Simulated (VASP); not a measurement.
# PtS2 in VASP: single point with PBE+D3(BJ)

Aim: the single point of PtS2 with PBE+D3(BJ).

Everything below comes from runs of VASP 6.6.1. Logs are shortened: lines on timing, memory, paths and dates and some standing lists are left out, and cuts for length are marked.

### 1 The cell of the first run

The cell holds a sheet with vacuum, 3 atoms: a = 3.541 Å, b = 3.541 Å, c = 28.720 Å, α = 90.00°, β = 90.00°, γ = 120.00°.

### 2 Single point, PBE+D3(BJ)

INCAR

```
  ALGO = Normal
  DIPOL = 0.5 0.5 0.287
  EDIFF = 1E-6
  ENCUT = 400
  GGA = PE
  GGA_COMPAT = F
  IDIPOL = 3
  ISIF = 2
  ISMEAR = 0
  IVDW = 12
  LASPH = T
  LCHARG = T
  LDIPOL = T
  LELF = T
  LREAL = F
  LVACPOTAV = T
  LVHAR = T
  LWAVE = F
  NBANDS = 18
  NELM = 120
  NELMDL = -8
  PREC = Accurate
  SIGMA = 0.03
```

KPOINTS

```
k-points
0
Gamma
  12 12 1
```

POSCAR

```
PtS2
1.0
    3.5414557445      0.0000000000      0.0000000000
   -1.7707278723      3.0669906411      0.0000000000
    0.0000000000      0.0000000000     28.7200000024
S Pt
2 1
Direct
    0.3333333333      0.6666666667      0.2433204557
    0.6666666667      0.3333333333      0.3297993214
    0.0000000000      0.0000000000      0.2865598886
```

Potentials or basis: VASP PAW PBE potentials, release 64 (S, Pt).

On the command line:

```sh
> cat potpaw_PBE.64/S/POTCAR potpaw_PBE.64/Pt/POTCAR > POTCAR
> mpirun -np 1 vasp_std > vasp.out
```

OUTCAR:

```text
EDIFF = 1E-6
   ENCUT = 400
   GGA = PE
   ISIF = 2
   ISMEAR = 0
   IVDW = 12
   LASPH = T
   LREAL = F
   NELM = 120
   NELMDL = -8
   PREC = Accurate
 IVDW          = 12

 ion  position               nearest neighbor table
   1  0.333  0.667  0.243-   3 2.39   3 2.39   3 2.39
   2  0.667  0.333  0.330-   3 2.39   3 2.39   3 2.39
   3  0.000  0.000  0.287-   2 2.39   2 2.39   2 2.39   1 2.39   1 2.39   1 2.39

  LATTYP: Found a hexagonal cell.
 ALAT       =     3.5414557445
 C/A-ratio  =     8.1096594379

  Lattice vectors:

 A1 = (   3.5414557445,   0.0000000000,   0.0000000000)
 A2 = (  -1.7707278723,   3.0669906411,   0.0000000000)
 A3 = (   0.0000000000,   0.0000000000,  28.7200000024)

Analysis of symmetry for initial positions (statically):
=====================================================================
 Subroutine PRICEL returns:
 Original cell was already a primitive cell.

 Routine SETGRP: Setting up the symmetry group for a
 hexagonal supercell.

 Subroutine GETGRP returns: Found 12 space group operations
 (whereof  6 operations were pure point group operations)
 out of a pool of 24 trial point group operations.

The static configuration has the point symmetry C_3v.
 The point group associated with its full space group is D_3d.

Analysis of symmetry for dynamics (positions and initial velocities):
=====================================================================
 Subroutine PRICEL returns:
 Original cell was already a primitive cell.

 Routine SETGRP: Setting up the symmetry group for a
 hexagonal supercell.

 Subroutine GETGRP returns: Found 12 space group operations
 (whereof  6 operations were pure point group operations)
 out of a pool of 24 trial point group operations.

The dynamic configuration has the point symmetry C_3v.
 The point group associated with its full space group is D_3d.

 Subroutine INISYM returns: Found 12 space group operations
 (whereof  6 operations are pure point group operations),
 and found     1 'primitive' translations

----------------------------------------------------------------------------------------

                                     Primitive cell

  volume of cell :     311.9455

  direct lattice vectors                    reciprocal lattice vectors
     3.541455744  0.000000000  0.000000000     0.282369758  0.163026256  0.000000000
    -1.770727872  3.066990641  0.000000000     0.000000000  0.326052511  0.000000000
     0.000000000  0.000000000 28.720000002     0.000000000  0.000000000  0.034818942

  length of vectors
     3.541455744  3.541455745 28.720000002     0.326052511  0.326052511  0.034818942

  position of ions in fractional coordinates (direct lattice)
     0.333333333  0.666666667  0.243320456
     0.666666667  0.333333333  0.329799321
     0.000000000  0.000000000  0.286559889

  ion indices of the primitive-cell ions
   primitive index   ion index
                 1           1
                 2           2
                 3           3

----------------------------------------------------------------------------------------

 KPOINTS: k-points

Automatic generation of k-mesh.
 Grid dimensions read from file:
 generate k-points for:   12   12    1

 Generating k-lattice:

  Cartesian coordinates                     Fractional coordinates (reciprocal lattice)
     0.023530813  0.013585521  0.000000000     0.083333333  0.000000000  0.000000000
     0.000000000  0.027171043  0.000000000     0.000000000  0.083333333  0.000000000
     0.000000000  0.000000000  0.034818942     0.000000000  0.000000000  1.000000000

  Length of vectors
     0.027171043  0.027171043  0.034818942

  Shift w.r.t. Gamma in fractional coordinates (k-lattice)
     0.000000000  0.000000000  0.000000000

 Subroutine IBZKPT returns following result:
 ===========================================

 Found     19 irreducible k-points:

 Following reciprocal coordinates:
            Coordinates               Weight
  0.000000  0.000000  0.000000      1.000000
  0.083333  0.000000  0.000000      6.000000
  0.166667  0.000000  0.000000      6.000000
  0.250000  0.000000  0.000000      6.000000
  0.333333  0.000000  0.000000      6.000000
  0.416667  0.000000  0.000000      6.000000
[... 11 lines left out ...]
  0.333333  0.250000  0.000000     12.000000
  0.333333  0.333333  0.000000      2.000000
   k-points           NKPTS =     19   k-points in BZ     NKDIM =     19   number of bands    NBANDS=     18
   number of dos      NEDOS =    301   number of ions     NIONS =      3
   total plane-waves  NPLWV = 110592
   dimension x,y,z NGX =    24 NGY =   24 NGZ =  192
   dimension x,y,z NGXF=    48 NGYF=   48 NGZF=  384
   ions per type =               2   1
   NGX,Y,Z   is equivalent  to a cutoff of  11.27, 11.27, 11.11 a.u.
   NGXF,Y,Z  is equivalent  to a cutoff of  22.53, 22.53, 22.23 a.u.
 SYSTEM =  unknown system
   PREC   = accura    normal or accurate (medium, high low for compatibility)
   ISTART =      0    job   : 0-new  1-cont  2-samecut
   ICHARG =      2    charge: 1-file 2-atom 10-const
   ISPIN  =      1    spin polarized calculation?
   LNONCOLLINEAR =      F non collinear calculations
   LSORBIT =      F    spin-orbit coupling
   LASPH  =      T    aspherical Exc in radial PAW
   ENCUT  =  400.0 eV  29.40 Ry    5.42 a.u.   5.78  5.78 46.84*2*pi/ulx,y,z
   NELM   =    120;   NELMIN=  2; NELMDL= -8     # of ELM steps
   EDIFF  = 0.1E-05   stopping-criterion for ELM
   LREAL  =      F    real-space projection
[... 7 lines left out ...]
   TEBEG  =    0.0;   TEEND  =   0.0 temperature during run
   PSTRESS=    0.0 pullay stress
   NELECT =      22.0000    total number of electrons
   NUPDOWN=      -1.0000    fix difference up-down
   EMIN   =  10.00;   EMAX   =-10.00  energy-range for DOS
   EFERMI =   0.00;   METHOD = LEGACY
   ISMEAR =     0;   SIGMA  =   0.03  broadening in eV -4-tet -1-fermi 0-gaus
   EFERMI_NEDOS =   21; number of points for ismear=-14 and -15
   IALGO  =     38    algorithm
   IMIX   =      4    mixing-type and parameters
     AMIX     =   0.40;   BMIX     =  1.00
     AMIX_MAG =   1.60;   BMIX_MAG =  1.00
  volume/ion in A,a.u.               =     103.98       701.70
  Fermi-wavevector in a.u.,A,eV,Ry     =   0.676378  1.278169  6.224492  0.457487
  Thomas-Fermi vector in A             =   1.753673
   LORBIT       =      0    0 simple, 1 ext, 2 COOP (PROOUT), +10 PAW based schemes
   GGA     = PE    functional components
   LHFCALC =     F    Hartree Fock is set to
   AEXX    =    0.0000 exact exchange contribution
   IVDW    =    12    specifies the selected vdW correction
   LEPSILON=     F    determine dielectric tensor
   LRPA    =     F    only Hartree local field effects (RPA)
 non-spin polarized calculation
 Gauss-broadening in eV      SIGMA  =   0.03
  energy-cutoff  :      400.00
  volume of cell :      311.95
 maximum number of plane-waves:      5708
 NGX is ok and might be reduce to    24
   NGX = 11   NGY = 11   NGZ = 93

 dipolmoment           0.000000      0.000000     -0.000000 electrons x Angstroem

 number of electron      21.9999994 magnetization

 dipolmoment           0.000000      0.000000      0.000001 electrons x Angstroem

 Free energy of the ion-electron system (eV)
  ---------------------------------------------------
  ext. energy  EPLUGINS =         0.00000000
  ---------------------------------------------------
  free energy    TOTEN  =       -15.45241167 eV

  energy without entropy =      -15.45241167  energy(sigma->0) =      -15.45241167

 E-fermi :  -3.9948     XC(G=0):  -2.3405

 val. band max:       -4.2003144221   @ k =   0.1667   0.1667   0.0000
 cond. band min:      -2.3744255821   @ k =   0.2500   0.0000   0.0000
 fundamental gap:      1.8258888400
 Fermi energy:        -3.9947595176

 k-point     1 :       0.0000    0.0000    0.0000
  band No.  band energies     occupation
      1     -18.2230      2.00000
      2     -16.0223      2.00000
      3      -9.7256      2.00000
      4      -9.7256      2.00000
      5      -9.4546      2.00000
      6      -7.0634      2.00000
[... 10 lines left out ...]
     17       2.1158      0.00000
     18       2.5148      0.00000

 k-point     2 :       0.0833    0.0000    0.0000
  band No.  band energies     occupation
      1     -18.1355      2.00000
      2     -16.0406      2.00000
      3      -9.7208      2.00000
      4      -9.6712      2.00000
      5      -9.3736      2.00000
      6      -7.1971      2.00000
[... 10 lines left out ...]
     17       2.3786      0.00000
     18       2.6608      0.00000

 k-point     3 :       0.1667    0.0000    0.0000
  band No.  band energies     occupation
      1     -17.8838      2.00000
      2     -16.0911      2.00000
      3      -9.6873      2.00000
      4      -9.5265      2.00000
      5      -9.1431      2.00000
      6      -7.6406      2.00000
[... 10 lines left out ...]
     17       2.8149      0.00000
     18       2.8918      0.00000

 k-point     4 :       0.2500    0.0000    0.0000
  band No.  band energies     occupation
      1     -17.5040      2.00000
      2     -16.1598      2.00000
      3      -9.6211      2.00000
      4      -9.3500      2.00000
      5      -8.8676      2.00000
      6      -8.2488      2.00000
[... 10 lines left out ...]
     17       3.1529      0.00000
     18       3.4394      0.00000

 k-point     5 :       0.3333    0.0000    0.0000
  band No.  band energies     occupation
      1     -17.0713      2.00000
      2     -16.2216      2.00000
      3      -9.8099      2.00000
      4      -9.2242      2.00000
      5      -8.8937      2.00000
      6      -8.1713      2.00000
[... 10 lines left out ...]
     17       3.6868      0.00000
     18       3.9547      0.00000

 k-point     6 :       0.4167    0.0000    0.0000
  band No.  band energies     occupation
      1     -16.7241      2.00000
      2     -16.2399      2.00000
      3     -10.3263      2.00000
      4      -9.1785      2.00000
      5      -8.5979      2.00000
      6      -7.9199      2.00000
[... 10 lines left out ...]
     17       4.2672      0.00000
     18       4.9200      0.00000

 k-point     7 :       0.5000    0.0000    0.0000
  band No.  band energies     occupation
      1     -16.6060      2.00000
      2     -16.2200      2.00000
      3     -10.5611      2.00000
      4      -9.1720      2.00000
      5      -8.2616      2.00000
      6      -8.0085      2.00000
[... 10 lines left out ...]
     17       4.9414      0.00000
     18       5.5001      0.00000

 k-point     8 :       0.0833    0.0833    0.0000
  band No.  band energies     occupation
      1     -17.9658      2.00000
      2     -16.0751      2.00000
      3      -9.6963      2.00000
      4      -9.5759      2.00000
      5      -9.2188      2.00000
      6      -7.3853      2.00000
[... 10 lines left out ...]
     17       2.7597      0.00000
     18       3.0712      0.00000
[... 124 lines left out ...]
     17       4.2583      0.00000
     18       4.3763      0.00000

 k-point    15 :       0.3333    0.1667    0.0000
  band No.  band energies     occupation
      1     -16.5769      2.00000
      2     -16.2710      2.00000
      3     -10.0660      2.00000
      4      -9.2965      2.00000
      5      -8.5188      2.00000
      6      -7.8486      2.00000
[... 10 lines left out ...]
     17       4.6990      0.00000
     18       5.2245      0.00000

 k-point    16 :       0.4167    0.1667    0.0000
  band No.  band energies     occupation
      1     -16.4760      2.00000
      2     -16.2492      2.00000
      3     -10.2544      2.00000
      4      -9.2959      2.00000
      5      -8.3600      2.00000
      6      -7.8064      2.00000
[... 10 lines left out ...]
     17       4.9429      0.00000
     18       5.1491      0.00000

 k-point    17 :       0.2500    0.2500    0.0000
  band No.  band energies     occupation
      1     -16.5652      2.00000
      2     -16.2899      2.00000
      3      -9.7960      2.00000
      4      -9.3046      2.00000
      5      -8.7461      2.00000
      6      -7.9467      2.00000
[... 10 lines left out ...]
     17       5.1255      0.00000
     18       5.1830      0.00000

 k-point    18 :       0.3333    0.2500    0.0000
  band No.  band energies     occupation
      1     -16.3777      2.00000
      2     -16.2881      2.00000
      3      -9.8884      2.00000
      4      -9.3371      2.00000
      5      -8.8598      2.00000
      6      -7.7495      2.00000
[... 10 lines left out ...]
     17       5.2233      0.00000
     18       5.6582      0.00000

 k-point    19 :       0.3333    0.3333    0.0000
  band No.  band energies     occupation
      1     -16.2982      2.00000
      2     -16.2982      2.00000
      3      -9.5497      2.00000
      4      -9.3541      2.00000
      5      -9.3541      2.00000
      6      -7.6484      2.00000
[... 10 lines left out ...]
     17       5.2698      0.00000
     18       5.3771      0.00000

------------------------ aborting loop because EDIFF is reached ----------------------------------------

 Edisp (eV)   -0.82767

 E8    (eV) :    -0.3564

  FORCE on cell =-STRESS in cart. coord.  units (eV):
  Direction    XX          YY          ZZ          XY          YZ          ZX
  --------------------------------------------------------------------------------------
  -------------------------------------------------------------------------------------
  Total      -0.17781    -0.17781    -0.12013     0.00000     0.00000    -0.00000
  in kB      -0.91326    -0.91326    -0.61700     0.00000     0.00000    -0.00000
  external pressure =       -0.81 kB  Pullay stress =        0.00 kB

 VOLUME and BASIS-vectors are now :
 -----------------------------------------------------------------------------
  energy-cutoff  :      400.00
  volume of cell :      311.95
      direct lattice vectors                 reciprocal lattice vectors
     3.541455744  0.000000000  0.000000000     0.282369758  0.163026256  0.000000000
    -1.770727872  3.066990641  0.000000000     0.000000000  0.326052511  0.000000000
     0.000000000  0.000000000 28.720000002     0.000000000  0.000000000  0.034818942

 POSITION                                       TOTAL-FORCE (eV/Angst)
 -----------------------------------------------------------------------------------
     -0.00000      2.04466      6.98816         0.000000      0.000000      0.038921
      1.77073      1.02233      9.47184        -0.000000      0.000000     -0.038921
      0.00000      0.00000      8.23000         0.000000      0.000000      0.000000
 -----------------------------------------------------------------------------------
    total drift:                               -0.000000     -0.000000      0.000028

  FREE ENERGIE OF THE ION-ELECTRON SYSTEM (eV)
  ---------------------------------------------------
  free  energy   TOTEN  =       -16.2800825882 eV

  energy  without entropy=      -16.2800825882  energy(sigma->0) =      -16.28008259

 vacuum level on the upper side and lower side of the slab         2.145         2.145
```

It took 88 s on 1 thread of Intel Xeon Platinum 8375C at 2.90GHz (Ice Lake), shared host; peak memory 0.35 GiB.

What came out:

| Property | Result |
| --- | --- |
| Free energy | -16.2801 eV |
| Largest force | 0.039 eV/Å |
| Band gap on the k mesh | 1.83 eV (least direct gap 1.97 eV) |
| Dispersion energy per atom | -0.276 eV |

Forces on the atoms (eV/Å):
```
S    0.000  0.000  0.039
S    0.000  0.000 -0.039
Pt   0.000  0.000  0.000
```

Levels at points of the mesh, in eV from the valence-band top:
```tsv
k point	band 8	band 9	band 10	band 11	band 12	band 13	band 14	band 15
(0.00, 0.00, 0.00)	-0.82	-0.69	-0.22	-0.22	3.25	3.25	5.43	5.80
(0.50, 0.00, 0.00)	-2.11	-1.94	-1.67	-1.42	2.90	3.03	5.55	6.79
```

Caveat: spin-orbit coupling is left out, which moves the levels of the heavy elements.
